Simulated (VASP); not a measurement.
# Te2Mo in VASP: single point with PBE

Aim: the single point of Te2Mo with PBE.

All numbers are computed with VASP 6.6.1; they aren't measurements. Logs are shortened: lines on timing, memory, paths and dates and some standing lists are left out, and cuts for length are marked.

**1. The cell of the first run**

The cell holds a slab with vacuum, 3 atoms: a = 3.560 Å, b = 3.560 Å, c = 17.524 Å, α = 90.00°, β = 90.00°, γ = 120.00°.

**2. Single point, PBE**

The input, INCAR:

```
SYSTEM = Te2Mo
  PREC = Accurate
  ENCUT = 520
  EDIFF = 1E-6
  ISMEAR = 0
  SIGMA = 0.05
  LREAL = .False.
  LASPH = .True.
  NELM = 80
  ALGO = Normal
  ISIF = 2
  LWAVE = .False.
  LCHARG = .False.
  GGA = PE
  NBANDS = 20
```

The input, KPOINTS:

```
regular mesh
0
Gamma
  9 9 2
  0 0 0
```

The input, POSCAR:

```
Te2Mo
1.0
    3.5602328140      0.0000000000      0.0000000000
   -1.7801164070      3.0832520603      0.0000000000
    0.0000000000      0.0000000000     17.5240578200
Te Mo
2 1
Direct
    0.3333333300      0.6666666700      0.8978554500
    0.3333333300      0.6666666700      0.1021445500
    0.0000000000      0.0000000000      0.0000000000
```

Potentials or basis: VASP PAW PBE potentials, release 64 (Te, Mo_sv).

On the command line:

```sh
> cat potpaw_PBE.64/Te/POTCAR potpaw_PBE.64/Mo_sv/POTCAR > POTCAR
> mpirun -np 1 vasp_std > vasp.out
```

OUTCAR:

```text
SYSTEM = Te2Mo
   PREC = Accurate
   ENCUT = 520
   EDIFF = 1E-6
   ISMEAR = 0
   LREAL = .False.
   LASPH = .True.
   NELM = 80
   ISIF = 2
   GGA = PE

 ion  position               nearest neighbor table
   1  0.333  0.667  0.898-   3 2.73   3 2.73   3 2.73   2 3.58
   2  0.333  0.667  0.102-   3 2.73   3 2.73   3 2.73   1 3.58
   3  0.000  0.000  0.000-   1 2.73   2 2.73   1 2.73   2 2.73   1 2.73   2 2.73

  LATTYP: Found a hexagonal cell.
 ALAT       =     3.5602328140
 C/A-ratio  =     4.9221662558

  Lattice vectors:

 A1 = (   3.5602328140,   0.0000000000,   0.0000000000)
 A2 = (  -1.7801164070,   3.0832520603,   0.0000000000)
 A3 = (   0.0000000000,   0.0000000000,  17.5240578200)

Analysis of symmetry for initial positions (statically):
=====================================================================
 Subroutine PRICEL returns:
 Original cell was already a primitive cell.

 Routine SETGRP: Setting up the symmetry group for a
 hexagonal supercell.

 Subroutine GETGRP returns: Found 12 space group operations
 (whereof 12 operations were pure point group operations)
 out of a pool of 24 trial point group operations.

The static configuration has the point symmetry D_3h.

Analysis of symmetry for dynamics (positions and initial velocities):
=====================================================================
 Subroutine PRICEL returns:
 Original cell was already a primitive cell.

 Routine SETGRP: Setting up the symmetry group for a
 hexagonal supercell.

 Subroutine GETGRP returns: Found 12 space group operations
 (whereof 12 operations were pure point group operations)
 out of a pool of 24 trial point group operations.

The dynamic configuration has the point symmetry D_3h.

 Subroutine INISYM returns: Found 12 space group operations
 (whereof 12 operations are pure point group operations),
 and found     1 'primitive' translations

----------------------------------------------------------------------------------------

                                     Primitive cell

  volume of cell :     192.3633

  direct lattice vectors                    reciprocal lattice vectors
     3.560232814  0.000000000  0.000000000     0.280880508  0.162166437  0.000000000
    -1.780116407  3.083252060  0.000000000     0.000000000  0.324332873  0.000000000
     0.000000000  0.000000000 17.524057820     0.000000000  0.000000000  0.057064409

  length of vectors
     3.560232814  3.560232814 17.524057820     0.324332873  0.324332873  0.057064409

[... 80 lines left out ...]
   NELM   =     80;   NELMIN=  2; NELMDL= -5     # of ELM steps
   EDIFF  = 0.1E-05   stopping-criterion for ELM
   LREAL  =      F    real-space projection
   EDIFFG = 0.1E-04   stopping-criterion for IOM
   NSW    =      0    number of steps for IOM
   IBRION =     -1    ionic relax: 0-MD 1-quasi-New 2-CG
   NFREE  =      0    steps in history (QN), initial steepest desc. (CG)
   ISIF   =      2    stress and relaxation
   ISYM   =      2    0-nonsym 1-usesym 2-fastsym
   POTIM  = 0.5000    time-step for ionic-motion
   TEBEG  =    0.0;   TEEND  =   0.0 temperature during run
   PSTRESS=    0.0 pullay stress
   NELECT =      26.0000    total number of electrons
   NUPDOWN=      -1.0000    fix difference up-down
   EMIN   =  10.00;   EMAX   =-10.00  energy-range for DOS
   EFERMI =   0.00;   METHOD = LEGACY
   ISMEAR =     0;   SIGMA  =   0.05  broadening in eV -4-tet -1-fermi 0-gaus
   EFERMI_NEDOS =   21; number of points for ismear=-14 and -15
   IALGO  =     38    algorithm
   IMIX   =      4    mixing-type and parameters
     AMIX     =   0.40;   BMIX     =  1.00
     AMIX_MAG =   1.60;   BMIX_MAG =  1.00
  volume/ion in A,a.u.               =      64.12       432.71
  Fermi-wavevector in a.u.,A,eV,Ry     =   0.840153  1.587660  9.603777  0.705858
  Thomas-Fermi vector in A             =   1.954489
   LORBIT       =      0    0 simple, 1 ext, 2 COOP (PROOUT), +10 PAW based schemes
   GGA     = PE    functional components
   LHFCALC =     F    Hartree Fock is set to
   AEXX    =    0.0000 exact exchange contribution
   IVDW    =     0    specifies the selected vdW correction
   LEPSILON=     F    determine dielectric tensor
   LRPA    =     F    only Hartree local field effects (RPA)
 non-spin polarized calculation
 Gauss-broadening in eV      SIGMA  =   0.05
  energy-cutoff  :      520.00
  volume of cell :      192.36
 maximum number of plane-waves:      5262
 NGX is ok and might be reduce to    28
   NGX = 13   NGY = 13   NGZ = 65

 number of electron      26.0000000 magnetization

 Free energy of the ion-electron system (eV)
  ---------------------------------------------------
  ext. energy  EPLUGINS =         0.00000000
  ---------------------------------------------------
  free energy    TOTEN  =       -18.02075031 eV

  energy without entropy =      -18.02075031  energy(sigma->0) =      -18.02075031

 E-fermi :   0.4255     XC(G=0):  -4.7380

 val. band max:        0.1009967735   @ k =   0.3333   0.3333   0.5000
 cond. band min:       1.1492813933   @ k =   0.3333   0.3333   0.0000
 fundamental gap:      1.0482846197
 Fermi energy:         0.4254955564

 k-point     1 :       0.0000    0.0000    0.0000
  band No.  band energies     occupation
      1     -60.5657      2.00000
      2     -34.7103      2.00000
      3     -34.6166      2.00000
      4     -34.6166      2.00000
      5     -12.4342      2.00000
      6     -11.4515      2.00000
[... 541 lines left out ...]
     19       5.3020      0.00000
     20       7.4681      0.00000

------------------------ aborting loop because EDIFF is reached ----------------------------------------

  FORCE on cell =-STRESS in cart. coord.  units (eV):
  Direction    XX          YY          ZZ          XY          YZ          ZX
  --------------------------------------------------------------------------------------
  -------------------------------------------------------------------------------------
  Total        0.1757210      0.1757210      0.8169623     -0.0000000      0.0000000      0.0000000
  in kB        1.4635658      1.4635658      6.8044099     -0.0000000      0.0000000      0.0000000
  external PRESSURE =       3.2438472 kB  Pullay stress =       0.0000000 kB

 VOLUME and BASIS-vectors are now :
 -----------------------------------------------------------------------------
  energy-cutoff  :      520.00
  volume of cell :      192.36
      direct lattice vectors                 reciprocal lattice vectors
     3.560232814  0.000000000  0.000000000     0.280880508  0.162166437  0.000000000
    -1.780116407  3.083252060  0.000000000     0.000000000  0.324332873  0.000000000
     0.000000000  0.000000000 17.524057820     0.000000000  0.000000000  0.057064409

 POSITION                                       TOTAL-FORCE (eV/Angst)
 -----------------------------------------------------------------------------------
     -0.00000      2.05550     15.73407        -0.000000      0.000000     -0.231269
     -0.00000      2.05550      1.78999        -0.000000      0.000000      0.231269
      0.00000      0.00000      0.00000         0.000000     -0.000000      0.000000
 -----------------------------------------------------------------------------------
    total drift:                                0.000009     -0.000005     -0.000000

  FREE ENERGIE OF THE ION-ELECTRON SYSTEM (eV)
  ---------------------------------------------------
  free  energy   TOTEN  =       -18.0207503054 eV

  energy  without entropy=      -18.0207503054  energy(sigma->0) =      -18.02075031
```

OSZICAR:

```text
N       E                     dE             d eps       ncg     rms          rms(c)
DAV:   1     0.134713268898E+03    0.13471E+03   -0.11430E+04  1256   0.104E+03
DAV:   2    -0.979870476727E+01   -0.14451E+03   -0.14081E+03  1304   0.224E+02
DAV:   3    -0.184932916950E+02   -0.86946E+01   -0.86011E+01  1284   0.454E+01
DAV:   4    -0.186873784286E+02   -0.19409E+00   -0.19387E+00  1360   0.679E+00
[... 12 lines left out ...]
DAV:  17    -0.180206905259E+02   -0.57537E-04   -0.25507E-06  1024   0.728E-03    0.393E-03
DAV:  18    -0.180207381694E+02   -0.47644E-04   -0.15493E-06   880   0.351E-03    0.224E-03
DAV:  19    -0.180207460445E+02   -0.78751E-05   -0.25052E-07   864   0.148E-03    0.565E-04
DAV:  20    -0.180207500232E+02   -0.39787E-05   -0.19507E-07   780   0.108E-03    0.486E-04
DAV:  21    -0.180207503054E+02   -0.28220E-06   -0.10211E-08   712   0.377E-04
   1 F= -.18020750E+02 E0= -.18020750E+02  d E =-.355043E-21
```

stdout:

```text
POSCAR found type information on POSCAR TeMo
 POSCAR found :  2 types and       3 ions
 scaLAPACK will be used
 LDA part: xc-table for (Slater+PW92), standard interpolation
 POSCAR, INCAR and KPOINTS ok, starting setup
 FFT: planning ... GRIDC
 FFT: planning ... GRID_SOFT
 FFT: planning ... GRID
 WAVECAR not read
 entering main loop
```

Run time: 2.4 min. Hardware: 1 thread of Intel Xeon Platinum 8259CL at 2.50GHz (Skylake/Cascade Lake), shared host; peak memory 0.35 GiB.

What came out:

| Quantity | Value |
| --- | --- |
| Free energy | -18.0208 eV |
| Largest force | 0.231 eV/Å |
| Band gap on the k mesh | 1.05 eV, direct |

Forces on the atoms (eV/Å):
```
Te   0.000  0.000 -0.231
Te   0.000  0.000  0.231
Mo   0.000  0.000  0.000
```

Levels at points of the mesh, in eV from the valence-band top:
| k point | band 10 | band 11 | band 12 | band 13 | band 14 | band 15 | band 16 | band 17 |
| --- | --- | --- | --- | --- | --- | --- | --- | --- |
| (0.00, 0.00, 0.00) | -1.62 | -0.91 | -0.91 | -0.38 | 3.06 | 3.06 | 3.36 | 3.36 |
| (0.00, 0.00, 0.50) | -1.62 | -0.91 | -0.91 | -0.38 | 3.06 | 3.06 | 3.36 | 3.36 |

Caveat: spin-orbit coupling is left out, which moves the levels of the heavy elements.
